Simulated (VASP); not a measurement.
# H2SO3 in VASP: a series of runs, part 2 of 2

VASP 6.6.1.

**3. Single point, PBE**

INCAR

```
SYSTEM = H2SO3
PREC     = Accurate       ! precision mode
ENCUT    = 520            ! plane-wave cutoff, eV
EDIFF    = 1E-6           ! SCF threshold, eV
ISMEAR   = -1             ! smearing method
SIGMA    = 0.02           ! smearing width, eV
LREAL    = Auto         
LASPH    = .TRUE.         ! aspherical terms in the spheres
NELM     = 60             ! most SCF steps
ALGO     = Normal         ! electronic algorithm
ISIF     = 2              ! what is computed and relaxed
LWAVE    = .FALSE.        ! write WAVECAR
LCHARG   = .TRUE.         ! write CHGCAR
GGA      = PE             ! functional
LELF     = .TRUE.         ! ELF
LVHAR    = .TRUE.       
NBANDS   = 102            ! bands
```

KPOINTS

```
regular mesh
0
G
  1 1 1
  0 0 0
```

POSCAR

```
H2SO3
1.0
    9.3262990000      0.0000000000      0.0000000000
    0.0000000000      9.3262990000      0.0000000000
    0.0000000000      0.0000000000      9.3262990000
O H S
18 12 6
Direct
    0.3121066567      0.0465243501      0.1340617538
    0.2787815402      0.1244652354      0.7177123530
    0.7641616465      0.6858669232      0.7541469558
    0.7351254769      0.4167569579      0.5266933861
    0.9586439380      0.7757096357      0.3805260801
    0.5697651341      0.5276047873      0.0365418265
    0.2577120892      0.8115545084      0.6594791782
    0.4836752500      0.8794056463      0.8021188255
    0.0474357513      0.5046481997      0.8022260492
   -0.0780802760      0.4158455567      1.0089103941
    0.3800435736      0.7106248684      0.1160267326
    0.2539270937      0.4625092976      0.1267705442
    0.8984378476      0.2534660319      0.3495813291
    1.0211767819      0.1186858796      0.1624974709
    0.4799653110      0.2475472854     -0.0806429217
    0.5832645940      0.2900936374      0.1584336938
    0.5906951943      0.1149223288      0.4094550261
    0.6393104060     -0.1112445569      0.5625168140
    0.3417003894     -0.0285429408      0.2109089576
    0.2211488180      0.0756141316      0.1722333800
    0.1939890625      0.1922413167      0.7304612473
    0.3332618866      0.1257197523      0.8034269543
    0.6613877595      0.6895661398      0.6950452693
    0.7889088694      0.5858808516      0.7518523693
    0.7737796097      0.3702647749      0.4389522575
    0.6368657063      0.3831637823      0.5039726906
    1.0192789230      0.8104501046      0.4510149203
    0.8665602507      0.7253681230      0.4149341556
    0.5659050820      0.6319655846     -0.0016083550
    0.5427769365      0.4781853981     -0.0420852902
    0.3968026331      0.7693941616      0.7255504032
    0.0538691715      0.4425549728      0.9414238167
    0.3748217809      0.5583350909      0.1600634936
    0.9003035395      0.1225888211      0.2722408964
    0.5254388692      0.1909010209      0.0632512425
    0.5749762044      0.0417636192      0.5490816882
```

Potentials or basis: VASP PAW PBE potentials, release 64 (O, H, S).

On the command line:

```sh
cat potpaw_PBE.64/O/POTCAR potpaw_PBE.64/H/POTCAR potpaw_PBE.64/S/POTCAR > POTCAR
mpirun -np 1 vasp_gam > vasp.out
```

Run time: 2.2 min. Hardware: 1 thread of Intel Xeon Platinum 8488C (Sapphire Rapids), shared host; peak memory 0.69 GiB.

Results (log left out):

| Item | Value |
| --- | --- |
| Free energy | -185.8673 eV |
| Pressure | 0.0 GPa |
| Largest force | 5.548 eV/Å |
| Band gap on the k mesh | 1.22 eV |

Forces on the atoms (eV/Å):
```
O    1.294 -2.097  1.843
O   -2.406  1.085 -1.471
O   -3.886  0.809 -1.703
O   -1.171 -0.820 -1.245
O   -3.333 -1.614 -2.414
O    1.544  4.993  1.860
O    1.934 -0.673  0.740
O   -1.411 -1.427 -0.557
O    0.124  1.023 -1.869
O   -2.574 -0.446  1.612
O   -1.044 -0.704 -0.267
O    0.777  1.054 -0.225
O   -0.239  1.375  1.221
O   -2.275 -0.516  1.901
O    0.303 -0.332  1.643
O    1.205  2.240  2.640
O   -0.155 -0.734  1.162
O   -1.437  3.775 -0.985
H   -0.322  1.438 -1.942
H   -1.221  0.633 -0.006
H    1.743 -1.231 -0.052
H    0.630  0.317  1.319
H    3.863 -0.172  1.928
H    0.293 -0.783 -0.220
H    0.790  0.534  0.726
H    0.114  0.587  0.825
H    0.979  0.420  2.506
H    2.398  1.284  0.030
H    0.466 -1.707  0.871
H   -1.085 -3.171 -3.978
S   -1.161  1.791  0.349
S    1.771 -0.847 -0.428
S    0.080  0.419  2.287
S    2.759 -1.205 -3.351
S   -1.077 -2.479 -4.143
S    1.729 -2.820 -0.607
```

Stress tensor (GPa, compression positive):
```
-0.63  0.35 -0.35
 0.35 -0.69  1.60
-0.35  1.60  1.41
```

Levels at points of the mesh, in eV from the valence-band top:
```csv
k point,band 74,band 75,band 76,band 77,band 78,band 79,band 80,band 81,band 82,band 83
"(0.00, 0.00, 0.00)",-0.53,-0.49,-0.35,-0.20,0.00,1.22,1.57,1.63,2.58,2.88
```

Caveat: the k points lie up to 0.67 Å⁻¹ apart.

**4. Single point, PBE**

INCAR

```
ALGO = Normal
EDIFF = 1E-7
ENCUT = 520
GGA = PE
ISIF = 2
ISMEAR = -1
LASPH = True
LCHARG = False
LREAL = Auto
LWAVE = False
NBANDS = 102
NELM = 60
PREC = Accurate
SIGMA = 0.02
```

KPOINTS

```
k-points
0
Gamma
  1 1 1
```

POSCAR

```
H2SO3
1.0
    9.3262990000      0.0000000000      0.0000000000
    0.0000000000      9.3262990000      0.0000000000
    0.0000000000      0.0000000000      9.3262990000
O H S
18 12 6
Direct
    0.3728059759      0.0291648381      0.1615539026
    0.3028210869      0.1102795439      0.7812209323
    0.7953744567      0.6467302839      0.7522919863
    0.6849662444      0.3989578288      0.5479880068
    0.9956682710      0.7919647440      0.3816197615
    0.5711697641      0.5180726031     -0.0528934361
    0.2815800780      0.7646763202      0.6455937130
    0.4609116650      0.8716212079      0.8157255091
    0.0404983799      0.5325049090      0.7994489561
   -0.0717004677      0.4019708139      1.0148613078
    0.3372184400      0.6960853389      0.1450521799
    0.2715117755      0.4287874536      0.1349195431
    0.9013114420      0.2884316705      0.3184435755
    1.0431576341      0.0908184479      0.1831487496
    0.4978609414      0.2523401834     -0.0483471525
    0.6004311035      0.3096619570      0.2065985661
    0.5825247507      0.1195651137      0.4260103606
    0.6916462790     -0.1121666805      0.5265325506
    0.4456430144     -0.0464921830      0.1646633890
    0.2856009656     -0.0161800517      0.1387581505
    0.2583447089      0.0499983970      0.8517419396
    0.3720982997      0.1704856342      0.8163366840
    0.7892519852      0.6888799083      0.8524710606
    0.7050385153      0.6748336076      0.7305684709
    0.7723642572      0.3519402498      0.5841009386
    0.7515414207      0.4807158767      0.4772203851
    1.0763969716      0.7287242238      0.3888144697
    0.9283854185      0.7671102975      0.4687389928
    0.6396964112      0.4730601067      0.0154080413
    0.5193163976      0.4208743468     -0.0667681789
    0.4123929546      0.7536537269      0.7308258078
    0.0529148808      0.4342880279      0.9264875595
    0.3679809108      0.5475162227      0.1629370879
    0.9199040262      0.1462316402      0.2473542828
    0.5582171449      0.1989749632      0.0956756801
    0.6160964816      0.0173809568      0.5378232030
```

On the command line:

```sh
cat potpaw_PBE.64/O/POTCAR potpaw_PBE.64/H/POTCAR potpaw_PBE.64/S/POTCAR > POTCAR
mpirun -np 1 vasp_gam > vasp.out
```

Wall time 2.6 min (1 thread of Intel Xeon Platinum 8488C (Sapphire Rapids), shared host); peak memory 0.68 GiB.

It converged, with:

```yaml
Free_energy: -185.4529 eV
Pressure: 0.2 GPa
Largest_force: 5.372 eV/Å
Band_gap_on_the_k_mesh: 1.43 eV
```

Forces on the atoms (eV/Å):
```
O    1.836  0.374  0.639
O   -2.895 -1.427 -2.591
O    3.092  0.363  2.903
O    3.280  3.241 -2.757
O   -2.461 -0.015  1.911
O   -0.483 -1.724  0.796
O    0.500  0.169  0.429
O    0.351  0.602  0.787
O    0.372 -1.603  2.302
O   -0.156  0.266 -0.277
O   -1.389  1.479 -0.643
O   -0.745  0.636 -0.304
O    1.317 -1.921 -1.039
O    3.230 -0.429 -1.268
O    1.029 -1.027  2.692
O   -1.100 -1.758 -2.597
O    0.456 -1.052 -0.513
O    1.647 -2.559 -1.327
H   -0.443  0.042  0.006
H   -1.710 -0.709 -0.380
H    0.318  0.102  0.521
H    2.094  1.580  1.780
H    0.946 -0.926 -1.184
H   -4.244  0.742 -1.923
H   -0.449 -0.019  0.181
H   -2.893 -3.095  2.636
H    0.461 -0.465  0.326
H    1.932  0.531 -2.154
H    0.107  1.096 -0.304
H    0.381  1.567 -0.498
S   -0.733 -1.320 -1.061
S    0.052  1.024 -2.242
S    2.361 -1.776  1.241
S   -4.184  2.243  2.388
S    0.318  2.336 -0.385
S   -2.195  3.434  1.913
```

Stress tensor (GPa, compression positive):
```
 2.09 -0.84  0.67
-0.84  0.23  0.52
 0.67  0.52 -1.68
```

Levels at points of the mesh, in eV from the valence-band top:
```csv
k point,band 75,band 76,band 77,band 78,band 79,band 80,band 81,band 82
"(0.00, 0.00, 0.00)",-0.53,-0.30,-0.23,0.00,1.43,1.93,2.03,2.12
```

Caveat: the k points lie up to 0.67 Å⁻¹ apart.

**5. Summary**

| cell | gap on the mesh (eV) | pressure (GPa) | largest force (eV/Å) |
| --- | --- | --- | --- |
| as given, atomic positions A | 2.21 | -0.4 | 8.00 |
| as given, atomic positions B | 1.22 | 0.0 | 5.55 |
| as given, atomic positions C | 1.43 | 0.2 | 5.37 |

Alike in all rows: task single point; level PBE; potentials or basis VASP PAW PBE potentials, release 64 (O, H, S); no spin polarisation; k mesh 1 × 1 × 1; cutoff (eV) 520; smearing fermi-dirac 0.02 eV.

Caveats: all runs use coarse meshes.

Absolute energies hang on the potentials; compare differences alone.
